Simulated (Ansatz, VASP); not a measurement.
Au: VASP beside Ansatz

```xyz
1
Lattice="0.0000 2.0790 2.0167 2.0790 0.0000 2.0167 2.0790 2.0790 0.0000" Properties=species:S:1:pos:R:3 pbc="T T T"
Au    0.0000    0.0000    0.0000
```

Change from the starting cell: strain +0.000 along x and y, -0.030 along z, atoms carried along.

Alike in both runs: task single point; functional PBE; k mesh 24 × 24 × 24; occupations gaussian, width 0.15 eV; no spin polarisation.

```csv
,VASP,Ansatz
version,VASP 6.6.1,Ansatz 0.2.0
potentials or method,"VASP PAW PBE potentials, release 64 (Au), cutoff 520 eV","scalar-relativistic, plane waves, PAW"
valence electrons in the cell,11,19
```

```csv
,VASP,Ansatz,Ansatz less VASP
gap on the k mesh at the Fermi level (eV),none,none,-
pressure (GPa),4.5,4.6,+0.19
"traceless stress, the component that is largest in VASP (GPa)",0.61,0.60,-0.005
```

A gap of «none» marks a metal or a gap that the smearing closes. VASP's potentials hold 11 valence electrons a cell and Ansatz's 19, so a difference there can come from the potentials and not from the codes.

Spin-orbit coupling is off throughout.
